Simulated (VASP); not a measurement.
# Ni (Fm-3m) in VASP: a series of runs

Ni is run at these levels: PBEsol; tasks: single point, relaxation of cell and atoms.

All numbers are computed with VASP 6.6.1; they aren't measurements. Logs are shortened: lines on timing, memory, paths and dates and some standing lists are left out, and cuts for length are marked.

### Step 1. The cell of the first run

Symmetry: Fm-3m, No. 225, cubic system. Conventional cell: a = 3.683 Å, b = 3.683 Å, c = 3.683 Å, α = 90.00°, β = 90.00°, γ = 90.00°. Ni (site symmetry m-3m) has 12 Ni at 2.60 Å within 3.4 Å.

### Step 2. Single point, PBEsol, collinear spin, ferromagnetic start

The input, INCAR:

```
SYSTEM = Ni
PREC     = Accurate       ! precision mode
ENCUT    = 520            ! plane-wave cutoff, eV
EDIFF    = 1E-6           ! SCF threshold, eV
ISMEAR   = 0              ! smearing method
SIGMA    = 0.1            ! smearing width, eV
LREAL    = .FALSE.        ! projectors in reciprocal space
LASPH    = .TRUE.         ! aspherical terms in the spheres
NELM     = 150            ! most SCF steps
ALGO     = Normal         ! electronic algorithm
ISIF     = 2              ! what is computed and relaxed
LWAVE    = .FALSE.        ! write WAVECAR
LCHARG   = .FALSE.        ! write CHGCAR
ISPIN    = 2              ! spin polarisation
MAGMOM   = 2              ! initial moments
LORBIT   = 11             ! projections on sites
LMAXMIX  = 4              ! l up to which the mixer works
GGA      = PS             ! functional
NBANDS   = 15             ! bands
```

The input, KPOINTS:

```
regular mesh
0
G
  8 8 8
  0 0 0
```

The input, POSCAR:

```
Ni
1.0
    0.0000000000      1.8413208768      1.8413208768
    1.8413208768      0.0000000000      1.8413208768
    1.8413208768      1.8413208768      0.0000000000
Ni
1
Direct
    0.0000000000      0.0000000000      0.0000000000
```

Potentials or basis: VASP PAW PBE potentials, release 64 (Ni).

The run is started by

```
> cat potpaw_PBE.64/Ni/POTCAR > POTCAR
> mpirun -np 1 vasp_std > vasp.out
```

OUTCAR:

```text
SYSTEM = Ni
   PREC = Accurate
   ENCUT = 520
   EDIFF = 1E-6
   ISMEAR = 0
   LREAL = .FALSE.
   LASPH = .TRUE.
   NELM = 150
   ISIF = 2
   ISPIN = 2
   LORBIT = 11
   GGA = PS

 ion  position               nearest neighbor table
   1  0.000  0.000  0.000-

  LATTYP: Found a face centered cubic cell.
 ALAT       =     3.6826417536

  Lattice vectors:

 A1 = (   0.0000000000,   1.8413208768,   1.8413208768)
 A2 = (   1.8413208768,   0.0000000000,   1.8413208768)
 A3 = (   1.8413208768,   1.8413208768,   0.0000000000)

Analysis of symmetry for initial positions (statically):
=====================================================================
 Subroutine PRICEL returns:
 Original cell was already a primitive cell.

 Routine SETGRP: Setting up the symmetry group for a
 face centered cubic supercell.

 Subroutine GETGRP returns: Found 48 space group operations
 (whereof 48 operations were pure point group operations)
 out of a pool of 48 trial point group operations.

The static configuration has the point symmetry O_h .

Analysis of symmetry for dynamics (positions and initial velocities):
=====================================================================
 Subroutine PRICEL returns:
 Original cell was already a primitive cell.

 Routine SETGRP: Setting up the symmetry group for a
 face centered cubic supercell.

 Subroutine GETGRP returns: Found 48 space group operations
 (whereof 48 operations were pure point group operations)
 out of a pool of 48 trial point group operations.

The dynamic configuration has the point symmetry O_h .

Analysis of structural, dynamic, and magnetic symmetry:
=====================================================================
 Subroutine PRICEL returns:
 Original cell was already a primitive cell.

 Routine SETGRP: Setting up the symmetry group for a
 face centered cubic supercell.

 Subroutine GETGRP returns: Found 48 space group operations
 (whereof 48 operations were pure point group operations)
 out of a pool of 48 trial point group operations.

The overall configuration has the point symmetry O_h .

 Subroutine INISYM returns: Found 48 space group operations
 (whereof 48 operations are pure point group operations),
 and found     1 'primitive' translations

----------------------------------------------------------------------------------------

                                     Primitive cell

  volume of cell :      12.4859

  direct lattice vectors                    reciprocal lattice vectors
     0.000000000  1.841320877  1.841320877    -0.271544198  0.271544198  0.271544198
     1.841320877  0.000000000  1.841320877     0.271544198 -0.271544198  0.271544198
     1.841320877  1.841320877  0.000000000     0.271544198  0.271544198 -0.271544198

  length of vectors
     2.604020957  2.604020957  2.604020957     0.470328347  0.470328347  0.470328347

  position of ions in fractional coordinates (direct lattice)
     0.000000000  0.000000000  0.000000000

  ion indices of the primitive-cell ions
   primitive index   ion index
                 1           1

----------------------------------------------------------------------------------------

 KPOINTS: regular mesh

Automatic generation of k-mesh.
 Grid dimensions read from file:
 generate k-points for:    8    8    8

 Generating k-lattice:

  Cartesian coordinates                     Fractional coordinates (reciprocal lattice)
    -0.033943025  0.033943025  0.033943025     0.125000000  0.000000000  0.000000000
     0.033943025 -0.033943025  0.033943025     0.000000000  0.125000000  0.000000000
     0.033943025  0.033943025 -0.033943025     0.000000000  0.000000000  0.125000000

  Length of vectors
     0.058791043  0.058791043  0.058791043

  Shift w.r.t. Gamma in fractional coordinates (k-lattice)
     0.000000000  0.000000000  0.000000000

 Subroutine IBZKPT returns following result:
 ===========================================

 Found     29 irreducible k-points:

 Following reciprocal coordinates:
            Coordinates               Weight
  0.000000  0.000000  0.000000      1.000000
  0.125000  0.000000  0.000000      8.000000
  0.250000  0.000000  0.000000      8.000000
  0.375000  0.000000  0.000000      8.000000
  0.500000  0.000000  0.000000      4.000000
  0.125000  0.125000  0.000000      6.000000
[... 16 lines left out ...]
  0.500000  0.250000  0.125000     48.000000
 -0.375000  0.250000  0.125000     24.000000
 [... further k-points ...]
   k-points           NKPTS =     29   k-points in BZ     NKDIM =     29   number of bands    NBANDS=     15
   number of dos      NEDOS =    301   number of ions     NIONS =      1
   total plane-waves  NPLWV =   8000
   dimension x,y,z NGX =    20 NGY =   20 NGZ =   20
   dimension x,y,z NGXF=    40 NGYF=   40 NGZF=   40
   ions per type =               1
   NGX,Y,Z   is equivalent  to a cutoff of  12.77, 12.77, 12.77 a.u.
   NGXF,Y,Z  is equivalent  to a cutoff of  25.54, 25.54, 25.54 a.u.
 SYSTEM =  Ni
   PREC   = accura    normal or accurate (medium, high low for compatibility)
   ISTART =      0    job   : 0-new  1-cont  2-samecut
   ICHARG =      2    charge: 1-file 2-atom 10-const
   ISPIN  =      2    spin polarized calculation?
   LNONCOLLINEAR =      F non collinear calculations
   LSORBIT =      F    spin-orbit coupling
   LASPH  =      T    aspherical Exc in radial PAW
   ENCUT  =  520.0 eV  38.22 Ry    6.18 a.u.   4.84  4.84  4.84*2*pi/ulx,y,z
   NELM   =    150;   NELMIN=  2; NELMDL= -5     # of ELM steps
   EDIFF  = 0.1E-05   stopping-criterion for ELM
   LREAL  =      F    real-space projection
   EDIFFG = 0.1E-04   stopping-criterion for IOM
   NSW    =      0    number of steps for IOM
   IBRION =     -1    ionic relax: 0-MD 1-quasi-New 2-CG
   NFREE  =      0    steps in history (QN), initial steepest desc. (CG)
   ISIF   =      2    stress and relaxation
   ISYM   =      2    0-nonsym 1-usesym 2-fastsym
   POTIM  = 0.5000    time-step for ionic-motion
   TEBEG  =    0.0;   TEEND  =   0.0 temperature during run
   PSTRESS=    0.0 pullay stress
   NELECT =      10.0000    total number of electrons
   NUPDOWN=      -1.0000    fix difference up-down
   EMIN   =  10.00;   EMAX   =-10.00  energy-range for DOS
   EFERMI =   0.00;   METHOD = LEGACY
   ISMEAR =     0;   SIGMA  =   0.10  broadening in eV -4-tet -1-fermi 0-gaus
   EFERMI_NEDOS =   21; number of points for ismear=-14 and -15
   IALGO  =     38    algorithm
   IMIX   =      4    mixing-type and parameters
     AMIX     =   0.40;   BMIX     =  1.00
     AMIX_MAG =   1.60;   BMIX_MAG =  1.00
  volume/ion in A,a.u.               =      12.49        84.26
  Fermi-wavevector in a.u.,A,eV,Ry     =   1.520321  2.872991 31.448188  2.311377
  Thomas-Fermi vector in A             =   2.629188
   LORBIT       =     11    0 simple, 1 ext, 2 COOP (PROOUT), +10 PAW based schemes
   GGA     = PS    functional components
   LHFCALC =     F    Hartree Fock is set to
   AEXX    =    0.0000 exact exchange contribution
   IVDW    =     0    specifies the selected vdW correction
   LEPSILON=     F    determine dielectric tensor
   LRPA    =     F    only Hartree local field effects (RPA)
 spin polarized calculation
 Gauss-broadening in eV      SIGMA  =   0.10
  energy-cutoff  :      520.00
  volume of cell :       12.49
 maximum number of plane-waves:       346
   NGX =  9   NGY =  9   NGZ =  9

 number of electron      10.0000010 magnetization       0.6979386

 Free energy of the ion-electron system (eV)
  ---------------------------------------------------
  ext. energy  EPLUGINS =         0.00000000
  ---------------------------------------------------
  free energy    TOTEN  =        -5.93050589 eV

  energy without entropy =       -5.91872652  energy(sigma->0) =       -5.92461621

 E-fermi :   7.3872     XC(G=0): -12.6394

 val. band max:        7.3849609595   @ k =   0.3750   0.3750   0.0000
 cond. band min:       7.3891129485   @ k =  -0.2500   0.3750   0.1250
 fundamental gap:      0.0041519890
 Fermi energy:         7.3872494540

 spin component 1

 k-point     1 :       0.0000    0.0000    0.0000
  band No.  band energies     occupation
      1      -0.7574      1.00000
      2       5.2185      1.00000
      3       5.2185      1.00000
      4       5.2185      1.00000
      5       6.1858      1.00000
      6       6.1858      1.00000
      7      29.8998      0.00000
      8      32.6839      0.00000
      9      32.6839      0.00000
     10      32.6839      0.00000
     11      35.2719      0.00000
     12      35.2719      0.00000
     13      35.2719      0.00000
     14      38.5363      0.00000
     15      43.4128      0.00000
[... 397 lines left out ...]
 k-point    24 :      -0.3750    0.2500    0.1250
  band No.  band energies     occupation
      1       3.9447      1.00000
      2       4.7160      1.00000
      3       5.1724      1.00000
      4       5.7573      1.00000
      5       6.6344      1.00000
      6      10.3861      0.00000
      7      12.5458      0.00000
      8      22.0544      0.00000
      9      22.4844      0.00000
     10      31.0486      0.00000
     11      34.7744      0.00000
     12      41.8524      0.00000
     13      43.5800      0.00000
     14      44.1506      0.00000
     15      45.8113      0.00000

 [... further k-points ...]

 spin component 2

 k-point     1 :       0.0000    0.0000    0.0000
  band No.  band energies     occupation
      1      -0.7748      1.00000
      2       6.0169      1.00000
      3       6.0169      1.00000
      4       6.0169      1.00000
      5       6.8637      1.00000
      6       6.8637      1.00000
      7      29.7649      0.00000
      8      32.7025      0.00000
      9      32.7025      0.00000
     10      32.7025      0.00000
     11      35.3870      0.00000
     12      35.3870      0.00000
     13      35.3870      0.00000
     14      38.4226      0.00000
     15      43.5682      0.00000
[... 397 lines left out ...]
 k-point    24 :      -0.3750    0.2500    0.1250
  band No.  band energies     occupation
      1       4.4924      1.00000
      2       5.2063      1.00000
      3       5.8214      1.00000
      4       6.4475      1.00000
      5       7.4706      0.11923
      6      10.6521      0.00000
      7      12.8990      0.00000
      8      22.1404      0.00000
      9      22.6034      0.00000
     10      31.0631      0.00000
     11      34.8313      0.00000
     12      41.8258      0.00000
     13      43.6463      0.00000
     14      44.2367      0.00000
     15      45.9639      0.00000

 [... further k-points ...]
[... 5 lines left out ...]
  --------------------------------------------------------------------------------------
  -------------------------------------------------------------------------------------
  Total       -2.0612944     -2.0612944     -2.0612944      0.0000000      0.0000000      0.0000000
  in kB     -264.5039590   -264.5039590   -264.5039590      0.0000000      0.0000000      0.0000000
  external PRESSURE =    -264.5039590 kB  Pullay stress =       0.0000000 kB

 VOLUME and BASIS-vectors are now :
 -----------------------------------------------------------------------------
  energy-cutoff  :      520.00
  volume of cell :       12.49
      direct lattice vectors                 reciprocal lattice vectors
     0.000000000  1.841320877  1.841320877    -0.271544198  0.271544198  0.271544198
     1.841320877  0.000000000  1.841320877     0.271544198 -0.271544198  0.271544198
     1.841320877  1.841320877  0.000000000     0.271544198  0.271544198 -0.271544198

 POSITION                                       TOTAL-FORCE (eV/Angst)
 -----------------------------------------------------------------------------------
      0.00000      0.00000      0.00000         0.000000      0.000000      0.000000
 -----------------------------------------------------------------------------------
    total drift:                               -0.000000     -0.000000     -0.000000

  FREE ENERGIE OF THE ION-ELECTRON SYSTEM (eV)
  ---------------------------------------------------
  free  energy   TOTEN  =        -5.9305058892 eV

  energy  without entropy=       -5.9187265221  energy(sigma->0) =       -5.92461621

 total charge

# of ion       s       p       d       tot
------------------------------------------
    1        0.447   0.395   8.255   9.097

 magnetization (x)

# of ion       s       p       d       tot
------------------------------------------
    1       -0.005  -0.022   0.745   0.718
```

It took 24 s on 1 thread of AMD EPYC 7R13, shared host; peak memory 0.1 GiB.

What came out:

* Free energy: -5.9305 eV
* Pressure: -26.5 GPa
* Net moment: 0.70 μB per cell
* Site moments: Ni +0.72 μB
* Valence electrons inside the program's atomic spheres: Ni 9.10

Caveat: the k points lie up to 0.37 Å⁻¹ apart; the PAW data sets were made with another functional, which shifts forces and pressure a little.

### Step 3. Single point, PBEsol, collinear spin, ferromagnetic start

This run uses another cell than the first one, of 10.41 Å³/atom.

The input, INCAR:

```
ALGO = Normal
EDIFF = 1E-6
ENCUT = 520
GGA = PS
ISIF = 2
ISMEAR = 0
ISPIN = 2
LASPH = T
LCHARG = F
LMAXMIX = 4
LORBIT = 11
LREAL = F
LWAVE = F
MAGMOM = 0.82
NBANDS = 15
NELM = 150
PREC = Accurate
SIGMA = 0.1
```

The input, KPOINTS:

```
k-points
0
Gamma
  10 10 10
```

The input, POSCAR:

```
Ni
1.0
    0.0000000000      1.7329992001      1.7329992001
    1.7329992001      0.0000000000      1.7329992001
    1.7329992001      1.7329992001      0.0000000000
Ni
1
Direct
    0.0000000000      0.0000000000      0.0000000000
```

Potentials or basis: VASP PAW PBE potentials, release 64 (Ni).

The run is started by

```
> cat potpaw_PBE.64/Ni/POTCAR > POTCAR
> mpirun -np 1 vasp_std > vasp.out
```

Run time: 36 s. Hardware: 1 thread of AMD EPYC 7R13, shared host; peak memory 0.1 GiB.

The run converged. Its results:

```yaml
Free_energy: -6.1398 eV
Pressure: -0.2 GPa
Net_moment: 0.71 μB per cell
Site_moments: Ni +0.71 μB
Valence_electrons_inside_the_program's_atomic_spheres: Ni 9.39
```

Levels at points of the mesh, in eV from the Fermi level:
Spin up:
```
           k point  band 1  band 2  band 3  band 4  band 5  band 6  band 7  band 8  band 9  band 10
(0.00, 0.00, 0.00)   -9.39   -2.61   -2.61   -2.61   -1.36   -1.36   24.05   28.24   28.24    28.24
(0.50, 0.00, 0.00)   -5.15   -2.60   -2.60   -0.65   -0.65   -0.45    5.91   22.53   25.36    25.36
(0.50, 0.50, 0.00)   -4.98   -4.50   -0.60   -0.51   -0.51    2.40    9.55   15.16   15.16    20.22
```
Spin down:
```
           k point  band 1  band 2  band 3  band 4  band 5  band 6  band 7  band 8  band 9  band 10
(0.00, 0.00, 0.00)   -9.38   -1.81   -1.81   -1.81   -0.68   -0.68   23.96   28.25   28.25    28.25
(0.50, 0.00, 0.00)   -4.67   -1.91   -1.91   -0.46    0.18    0.18    6.39   22.44   25.48    25.48
(0.50, 0.50, 0.00)   -4.57   -3.84    0.11    0.42    0.42    2.41    9.87   15.21   15.21    20.46
```

Caveat: the PAW data sets were made with another functional, which shifts forces and pressure a little.

### Step 4. Relaxation of cell and atoms, PBEsol, collinear spin, ferromagnetic start

The input, INCAR:

```
PREC = Accurate
ENCUT = 600
EDIFF = 1E-6
ISMEAR = 0
SIGMA = 0.1
LREAL = F
LASPH = T
NELM = 150
ALGO = Fast
ISIF = 3
LWAVE = F
LCHARG = F
ISPIN = 2
MAGMOM = 0.82
LORBIT = 11
LMAXMIX = 4
GGA = PS
IBRION = 2
NSW = 80
EDIFFG = -0.05
```

The input, KPOINTS:

```
regular mesh
0
Gamma
  10 10 10
```

The input, POSCAR:

```
Ni
1.0
    0.0000000000      1.8413208768      1.8413208768
    1.8413208768      0.0000000000      1.8413208768
    1.8413208768      1.8413208768      0.0000000000
Ni
1
Direct
    0.0000000000      0.0000000000      0.0000000000
```

The run is started by

```
> cat potpaw_PBE.64/Ni/POTCAR > POTCAR
> mpirun -np 1 vasp_std > vasp.out
```

Run time: 2.4 min. Hardware: 1 thread of AMD EPYC 7R13, shared host; peak memory 0.13 GiB.

Results (log left out):

```
Free energy                                           : -6.1407 eV
Relaxed volume                                        : 10.40 Å³/atom
Relaxed cell                                          : a = 2.450 Å, b = 2.450 Å, c = 2.450 Å, α = 60.00°, β = 60.00°, γ = 60.00°
Space group after relaxing (to 0.1 Å)                 : Fm-3m (No. 225)
Energy gained by relaxing                             : 206.2 meV/atom
Ionic steps                                           : 4
Pressure after relaxing                               : -0.3 GPa
Net moment                                            : 0.71 μB per cell
Site moments                                          : Ni +0.71 μB
Valence electrons inside the program's atomic spheres : Ni 9.40
```

Step by step:
```csv
step,energy change (eV),largest force (eV/Å),pressure (GPa),volume (Å³)
1,0.0000,0.0000,-26.65,12.49
2,-0.0556,0.0000,42.25,9.10
3,-0.2061,0.0000,-0.79,10.44
4,-0.2062,0.0000,-0.25,10.40
```

Final structure:
```
Ni
1.0
     0.00000    1.73270    1.73270
     1.73270    0.00000    1.73270
     1.73270    1.73270    0.00000
Ni
1
Direct
  0.00000 0.00000 0.00000
```

Levels at points of the mesh, in eV from the Fermi level:
Spin up:
| k point | band 2 | band 3 | band 4 | band 5 | band 6 | band 7 | band 8 | band 9 |
| --- | --- | --- | --- | --- | --- | --- | --- | --- |
| (0.00, 0.00, 0.00) | -2.61 | -2.61 | -2.61 | -1.36 | -1.36 | 24.06 | 28.25 | 28.25 |
| (0.50, 0.00, 0.00) | -2.60 | -2.60 | -0.65 | -0.65 | -0.45 | 5.92 | 22.53 | 25.37 |
| (0.50, 0.50, 0.00) | -4.50 | -0.60 | -0.51 | -0.51 | 2.40 | 9.56 | 15.16 | 15.16 |
Spin down:
| k point | band 1 | band 2 | band 3 | band 4 | band 5 | band 6 | band 7 | band 8 | band 9 |
| --- | --- | --- | --- | --- | --- | --- | --- | --- | --- |
| (0.00, 0.00, 0.00) | -9.39 | -1.81 | -1.81 | -1.81 | -0.68 | -0.68 | 23.96 | 28.26 | 28.26 |
| (0.50, 0.00, 0.00) | -4.68 | -1.91 | -1.91 | -0.46 | 0.18 | 0.18 | 6.40 | 22.44 | 25.49 |
| (0.50, 0.50, 0.00) | -4.58 | -3.84 | 0.11 | 0.42 | 0.42 | 2.41 | 9.87 | 15.21 | 15.21 |

Caveat: the volume moved by over 15 % at a fixed basis, so the end points are rough; the PAW data sets were made with another functional, which shifts forces and pressure a little.

### Step 5. Single point, PBEsol, collinear spin, ferromagnetic start

This run uses another cell than the first one, of 10.38 Å³/atom.

The input, INCAR:

```
SYSTEM = Ni
PREC = Accurate
ENCUT = 520
EDIFF = 1E-6
ISMEAR = 0
SIGMA = 0.1
LREAL = .FALSE.
LASPH = .TRUE.
NELM = 150
ALGO = Fast
ISIF = 2
LWAVE = .FALSE.
LCHARG = .FALSE.
ISPIN = 2
MAGMOM = 0.83
LORBIT = 11
LMAXMIX = 4
GGA = PS
NBANDS = 15
```

The input, KPOINTS:

```
regular mesh
0
G
  20 20 20
  0 0 0
```

The input, POSCAR:

```
Ni
1.0
    0.0000000000      1.7315729376      1.7315729376
    1.7315729376      0.0000000000      1.7315729376
    1.7315729376      1.7315729376      0.0000000000
Ni
1
Direct
    0.0000000000      0.0000000000      0.0000000000
```

The run is started by

```
> cat potpaw_PBE.64/Ni/POTCAR > POTCAR
> mpirun -np 1 vasp_std > vasp.out
```

It took 2.5 min on 1 thread of AMD EPYC 7R13, shared host; peak memory 0.14 GiB.

The run converged. Its results:

* Free energy: -6.1400 eV
* Pressure: -0.1 GPa
* Net moment: 0.62 μB per cell
* Site moments: Ni +0.63 μB
* Valence electrons inside the program's atomic spheres: Ni 9.40

Levels at points of the mesh, in eV from the Fermi level:
Spin up:
| k point | band 3 | band 4 | band 5 | band 6 | band 7 | band 8 |
| --- | --- | --- | --- | --- | --- | --- |
| (0.00, 0.00, 0.00) | -2.55 | -2.55 | -1.30 | -1.30 | 24.09 | 28.30 |
| (0.50, 0.00, 0.00) | -2.54 | -0.58 | -0.58 | -0.43 | 5.98 | 22.56 |
| (0.50, 0.50, 0.00) | -0.54 | -0.43 | -0.43 | 2.42 | 9.62 | 15.20 |
Spin down:
```
           k point  band 1  band 2  band 3  band 4  band 5  band 6  band 7  band 8  band 9  band 10
(0.00, 0.00, 0.00)   -9.40   -1.83   -1.83   -1.83   -0.69   -0.69   23.99   28.30   28.30    28.30
(0.50, 0.00, 0.00)   -4.70   -1.93   -1.93   -0.46    0.16    0.16    6.40   22.46   25.53    25.53
(0.50, 0.50, 0.00)   -4.59   -3.86    0.10    0.39    0.39    2.41    9.89   15.23   15.23    20.49
```

Caveat: the PAW data sets were made with another functional, which shifts forces and pressure a little.

(Part 1 of 2 ends here.)
